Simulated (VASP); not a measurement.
The system is In3GeO2.

```xyz
6
Lattice="4.1970 0.0000 0.0000 0.0000 4.1970 0.0000 0.0000 0.0000 7.5747" Properties=species:S:1:pos:R:3 pbc="T T T"
In    0.0000    0.0000    0.0000
In    0.0000    0.0000    2.6220
In    0.0000    0.0000    4.9527
Ge    2.0985    2.0985    0.0000
O     0.0000    2.0985    0.0000
O     2.0985    0.0000    0.0000
```

```yaml
Program: VASP 6.6.1
Task: relaxation of cell and atoms
Functional: PBE
Potentials_or_basis: VASP PAW PBE potentials, release 64 (In_d, Ge_d, O)
Cutoff: 600 eV
k_mesh: 4 × 4 × 2
Occupations: gaussian, width 0.1 eV
Spin: no spin polarisation
```

At the start: pressure 19.2 GPa; volume 22.24 Å³/atom.

How do energy, volume and symmetry change on relaxing?

Over 9 steps the energy falls by 396.2 meV/atom and the volume is 29.47 Å³/atom (+32.5 %); space group P4/mmm (No. 123, to 0.05 Å).

The path:
```tsv
step	energy change (eV)	largest force (eV/Å)	pressure (GPa)	volume (Å³)
1	0.0000	3.4722	19.22	133.43
2	-2.1902	0.5035	-2.08	191.45
3	-2.3116	0.5183	0.46	173.03
4	-2.3122	0.5554	-0.19	176.15
5	-2.3135	0.5456	0.02	175.15
6	-2.3624	0.3009	-0.02	175.76
7	-2.3755	0.1187	0.08	176.28
8	-2.3773	0.0451	-0.06	176.71
9	-2.3774	0.0191	-0.12	176.85
```

Final structure:
```yaml
crystal:
  lattice:
    - [4.45777, 0.00000, 0.00000]
    - [0.00000, 4.45777, 0.00000]
    - [0.00000, 0.00000, 8.89956]
  atoms:
    - { symbol: In, position: [0.00000, 0.00000, 0.00000] }
    - { symbol: In, position: [0.00000, 0.00000, 0.33508] }
    - { symbol: In, position: [0.00000, 0.00000, 0.66492] }
    - { symbol: Ge, position: [0.50000, 0.50000, 0.00000] }
    - { symbol: O, position: [0.00000, 0.50000, 0.00000] }
    - { symbol: O, position: [0.50000, 0.00000, 0.00000] }
```

Caveat: the k points lie up to 0.35 Å⁻¹ apart in the final cell; the volume moved by over 15 % at a fixed basis, so the end points are rough; an odd number of electrons without spin polarisation forces a metal; a magnetic or distorted state may lie lower.
